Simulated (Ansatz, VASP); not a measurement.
**Two plane-wave programs on Ag**

```
Ag
1.0
     0.00000    2.07109    1.98825
     2.07109    0.00000    1.98825
     2.07109    2.07109    0.00000
Ag
1
Direct
  0.00000 0.00000 0.00000
```

Alike in both runs: task single point; functional r2SCAN; k mesh 22 × 22 × 22; occupations gaussian, width 0.15 eV; no spin polarisation.

```csv
,VASP,Ansatz
version,VASP 6.6.1,Ansatz 0.2.0
potentials or method,"VASP PAW PBE potentials, release 64 (Ag), cutoff 520 eV","scalar-relativistic, plane waves, PAW"
valence electrons in the cell,11,19
```

```csv
,VASP,Ansatz,Ansatz less VASP
gap on the k mesh at the Fermi level (eV),none,none,-
pressure (GPa),1.6,1.5,-0.15
"traceless stress, the component that is largest in VASP (GPa)",0.94,0.92,-0.018
```

VASP's potentials were made for PBE, not for r2SCAN. A gap of «none» marks a metal or a gap that the smearing closes. VASP's potentials hold 11 valence electrons a cell and Ansatz's 19, so a difference there can come from the potentials and not from the codes.
